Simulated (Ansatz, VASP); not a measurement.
HfB2: VASP beside Ansatz

File INCAR:

```
PREC = Accurate ; ENCUT = 520
EDIFF = 1E-7 ; ISMEAR = -1
SIGMA = 0.05 ; LREAL = F
LASPH = T ; NELM = 60
ALGO = Normal ; ISIF = 2
LWAVE = F ; LCHARG = F
GGA = PE ; NBANDS = 15
```

File KPOINTS:

```
Automatic mesh
0
Gamma
  13 13 11
```

File POSCAR:

```
HfB2
1.0
    3.1400001005      0.0000000000      0.0000000000
   -1.5700000503      2.7193198549      0.0000000000
    0.0000000000      0.0000000000      3.4452000000
Hf B
1 2
Direct
    0.0000000000      0.0000000000      0.0000000000
    0.3333333333      0.6666666667      0.5000000000
    0.6666666667      0.3333333333      0.5000000000
```

Input for Ansatz:

```yaml
crystal:
  lattice:
    - [3.1400001005, 0.0, 0.0]
    - [-1.5700000503, 2.7193198549, 0.0]
    - [0.0, 0.0, 3.4452]
  atoms:
    - { symbol: Hf, position: [0.0, 0.0, 0.0] }
    - { symbol: B, position: [0.3333333333, 0.6666666667, 0.5] }
    - { symbol: B, position: [0.6666666667, 0.3333333333, 0.5] }
kpoints:
  mp_grid: { grid: [13, 13, 11] }
  band_path:
    path:
      - [0.0, 0.0, 0.0]
      - [0.5, 0.0, 0.0]
      - [0.3333333333, 0.3333333333, 0.0]
      - [0.0, 0.0, 0.0]
      - [0.0, 0.0, 0.5]
      - [0.5, 0.0, 0.5]
      - [0.3333333333, 0.3333333333, 0.5]
      - [0.0, 0.0, 0.5]
      - [0.5, 0.0, 0.5]
    npoints: 5
scf:
  occupations: { method: fermi_dirac, width: 0.05 }
hamiltonian:
  xc: pbe
  pseudopotentials: { kind: all_electron, lapw: { basis_error: 0.0005 } }
output:
  forces: true
  stress: true
  eigenvalues: true
```

Change from the starting cell: zz strain of -1 %.

Alike in both runs: task single point; functional PBE; k mesh 13 × 13 × 11; occupations fermi-dirac, width 0.05 eV; no spin polarisation.

```csv
,VASP,Ansatz
version,VASP 6.6.1,Ansatz 0.2.0
potentials or method,"VASP PAW PBE potentials, release 64 (Hf_pv, B), cutoff 520 eV","all-electron LAPW, scalar-relativistic"
```

Ansatz gave:

- pressure (GPa): 3.8
- traceless stress, the component that is largest in VASP (GPa): 2.29

Problem. Which values does VASP return?

Solution. Pressure (GPa): 3.4; traceless stress, the component that is largest in VASP (GPa): 2.46.

Ansatz ran all-electron here, and VASP with PAW potentials.

Neither program's run includes spin-orbit coupling.
